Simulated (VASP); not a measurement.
The system is TiB2.

```
Ti B
1.0
     2.98826    0.00000    0.00000
    -1.49413    2.58791    0.00000
     0.00000    0.00000    3.18477
Ti B
1 2
Direct
  0.00000 0.00000 0.00000
  0.66667 0.33333 0.50000
  0.33333 0.66667 0.50000
```

This cell differs from its parent crystal: volume scaled by 0.96.

Base run:

| Quantity | Value |
| --- | --- |
| Program | VASP 6.6.1 |
| Functional | PBEsol |
| Potentials or basis | VASP PAW PBE potentials, release 64 (Ti_sv, B) |
| Cutoff | 520 eV |
| k mesh | 10 × 10 × 8 |
| Occupations | fermi-dirac, width 0.05 eV |
| Spin | no spin polarisation |

Its results: band gap on the k mesh zero (band 9 reaches 10.76 eV, above the bottom of band 10 at 10.17 eV); pressure 6.3 GPa.

Question: The run is repeated on the same cell with these changes: functional from PBEsol to PBE. What comes out?

Answer: Band gap on the k mesh zero (band 9 reaches 10.86 eV, above the bottom of band 10 at 10.27 eV); pressure 11.9 GPa.

PBE binds less tightly than PBEsol, so the same cell stands under more pressure.

Caveats: the PAW data sets were made with another functional, which shifts forces and pressure a little (some runs).
